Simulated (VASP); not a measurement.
**BH8C2N: single point with PBE+D3(BJ)**

Crystal: BH8C2N.

```
B H C N
1.0
     5.79143   -0.01018   -0.02755
     2.43064    5.44920   -0.04437
     0.88198    0.68778    6.03154
B H C N
2 16 4 2
Direct
  0.48800 0.86956 0.89888
  0.51200 0.13044 0.10112
  0.66755 0.14491 0.52207
  0.33245 0.85509 0.47793
  0.86873 0.03142 0.74473
  0.13127 0.96858 0.25527
  0.68762 0.35441 0.69131
  0.31238 0.64559 0.30869
  0.22871 0.51777 0.77293
  0.77129 0.48223 0.22707
  0.07754 0.31166 0.88178
  0.92246 0.68834 0.11822
  0.21183 0.30828 0.60156
  0.78817 0.69172 0.39844
  0.28892 0.85924 0.87247
  0.71108 0.14076 0.12753
  0.67180 0.72289 0.80359
  0.32820 0.27711 0.19641
  0.68822 0.17020 0.69090
  0.31178 0.82980 0.30910
  0.23401 0.33205 0.77056
  0.76599 0.66795 0.22944
  0.47741 0.14489 0.84385
  0.52259 0.85511 0.15615
```

- Program: VASP 6.6.1
- Task: single point
- Functional: PBE
- Dispersion: D3(BJ)
- Potentials or basis: VASP PAW PBE potentials, release 64 (B, H, C, N)
- Cutoff: 520 eV
- k mesh: 4 × 4 × 4
- Occupations: gaussian, width 0.02 eV
- Spin: no spin polarisation
- Dipole correction: no
- Further INCAR settings: LREAL = Auto; ALGO = Normal; EDIFF = 1e-06; NBANDS = 42

```yaml
Pressure: -0.1 GPa
Largest_force: 0.032 eV/Å
Band_gap_on_the_k_mesh: 5.39 eV (least direct gap 5.76 eV)
Dispersion_energy_per_atom: -0.057 eV
```

Forces in eV/Å, atoms in the order of the input:
```
B    0.001  0.000  0.000
B   -0.001  0.000  0.000
H   -0.005 -0.005 -0.022
H    0.005  0.005  0.022
H    0.017 -0.013  0.004
H   -0.017  0.013 -0.004
H    0.011  0.020 -0.002
H   -0.011 -0.020  0.002
H    0.007  0.021 -0.001
H   -0.007 -0.021  0.001
H   -0.019  0.002  0.012
H    0.019 -0.002 -0.012
H   -0.008 -0.003 -0.021
H    0.008  0.003  0.021
H   -0.009  0.000 -0.001
H    0.009  0.000  0.001
H    0.004 -0.006 -0.004
H   -0.004  0.006  0.004
C    0.016 -0.007 -0.008
C   -0.016  0.007  0.008
C   -0.019  0.006  0.006
C    0.019 -0.006 -0.006
N   -0.003 -0.020  0.024
N    0.003  0.020 -0.024
```

Levels at points of the mesh, in eV from the valence-band top:
```tsv
k point	band 22	band 23	band 24	band 25	band 26	band 27
(0.00, 0.00, 0.00)	-1.46	-1.20	0.00	5.76	6.70	6.86
(0.50, 0.00, 0.00)	-1.46	-1.38	-0.16	6.57	6.78	6.83
(0.00, 0.50, 0.00)	-1.34	-1.05	-0.47	6.14	6.43	6.80
(0.50, 0.50, 0.00)	-1.24	-1.02	-0.48	6.32	6.37	6.93
(0.00, 0.00, 0.50)	-1.31	-1.03	-0.42	6.13	6.31	6.56
(0.50, 0.00, 0.50)	-1.32	-1.09	-0.52	6.16	6.36	6.93
(0.00, 0.50, 0.50)	-1.17	-1.01	-0.88	5.43	5.59	6.41
(0.50, 0.50, 0.50)	-1.05	-0.96	-0.92	5.41	5.95	6.48
```

Run time: 13 min on 1 thread of Intel Xeon 8259CL (shared host), peak memory 0.43 GiB.

A k mesh can miss the band edges. PBE gaps usually lie below the measured ones, often by a third to a half.
